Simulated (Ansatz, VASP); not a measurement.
## Two plane-wave programs on NiSb

INCAR

```
SYSTEM = NiSb
  ALGO = Normal
  EDIFF = 1E-6
  ENCUT = 520
  GGA = PE
  ISIF = 2
  ISMEAR = 0
  ISPIN = 2
  LASPH = .True.
  LCHARG = .False.
  LMAXMIX = 4
  LORBIT = 11
  LREAL = .False.
  LWAVE = .False.
  MAGMOM = 0.8 -0.8 0 0
  NBANDS = 27
  NELM = 150
  PREC = Accurate
  SIGMA = 0.05
```

The input KPOINTS:

```
k-points
0
Gamma
  12 12 6
  0 0 0
```

File POSCAR:

```
NiSb
1.0
    0.0000000000      2.6337378275      2.6337378275
    5.2674756550      2.6337378275      2.6337378275
    5.2674756550      5.2674756550      0.0000000000
Ni Sb
2 2
Direct
    0.5000000000      0.5000000000      0.0000000000
    0.5000000000      0.5000000000      0.5000000000
    0.0000000000      0.0000000000      0.0000000000
    0.0000000000      0.0000000000      0.5000000000
```

Input for Ansatz:

```yaml
crystal:
  lattice:
    - [0.0, 2.6337378275, 2.6337378275]
    - [5.267475655, 2.6337378275, 2.6337378275]
    - [5.267475655, 5.267475655, 0.0]
  atoms:
    - { symbol: Ni, position: [0.5, 0.5, 0.0], spin: 0.8 }
    - { symbol: Sb, position: [0.0, 0.0, 0.0] }
    - { symbol: Ni, position: [0.5, 0.5, 0.5], spin: -0.8 }
    - { symbol: Sb, position: [0.0, 0.0, 0.5] }
basis:
  ecutwfc: 420
  ecutrho_ratio: 4
kpoints:
  mp_grid: { grid: [12, 12, 6] }
hamiltonian:
  xc: pbe
scf:
  occupations: { method: gaussian, width: 0.05 }
output:
  forces: true
  stress: true
  eigenvalues: true
  populations: true
magnetization:
  spin_polarized: true
```

Alike in both runs: task single point; functional PBE; k mesh 12 × 12 × 6; occupations gaussian, width 0.05 eV; collinear spin.

```csv
,VASP,Ansatz
version,VASP 6.6.1,Ansatz 0.2.0
potentials or method,"VASP PAW PBE potentials, release 64 (Ni, Sb), cutoff 520 eV","scalar-relativistic, plane waves, PAW"
valence electrons in the cell,30,66
```

VASP gave:

- gap on the k mesh at the Fermi level (eV): none
- pressure (GPa): -0.1
- net moment per atom (μB): 0.00

Q: Estimate Ansatz's values.

A: gap on the k mesh at the Fermi level (eV): none; pressure (GPa): 0.0; net moment per atom (μB): 0.00.

A gap of «none» marks a metal or a gap that the smearing closes. VASP's potentials hold 30 valence electrons a cell and Ansatz's 66, so a difference there can come from the potentials and not from the codes. Ansatz's warnings: seeded moment not kept.

Spin-orbit coupling is off throughout.
